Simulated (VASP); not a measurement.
A run of VASP 6.6.1 is set up as follows.

Contents of INCAR:

```
SYSTEM = CaSe
ALGO = Normal ; EDIFF = 1E-6
ENCUT = 520 ; GGA = PE
ISIF = 2 ; ISMEAR = -1
LASPH = .True. ; LCHARG = .False.
LREAL = .False. ; LWAVE = .False.
NBANDS = 15 ; NELM = 60
PREC = Accurate ; SIGMA = 0.05
```

The input KPOINTS:

```
k-points
0
Gamma
  8 8 8
  0 0 0
```

POSCAR

```
CaSe
1.0
    0.0000000000      2.6741776457      2.6741776457
    2.6741776457      0.0000000000      2.6741776457
    2.6741776457      2.6741776457      0.0000000000
Se Ca
1 1
Direct
    0.5000000000      0.5000000000      0.5000000000
    0.0000000000      0.0000000000      0.0000000000
```

Potentials or basis: VASP PAW PBE potentials, release 64 (Se, Ca_sv).

Launch:

```bash
$ cat potpaw_PBE.64/Se/POTCAR potpaw_PBE.64/Ca_sv/POTCAR > POTCAR
$ mpirun -np 1 vasp_std > vasp.out
```

Question: Estimate the pressure.

Answer: 30.6 GPa.

Question: What does it give for the band gap on the k mesh?

Answer: 0.95 eV (least direct gap 2.17 eV).

Caveat: the cell stands under pressure. A k mesh can miss the band edges.
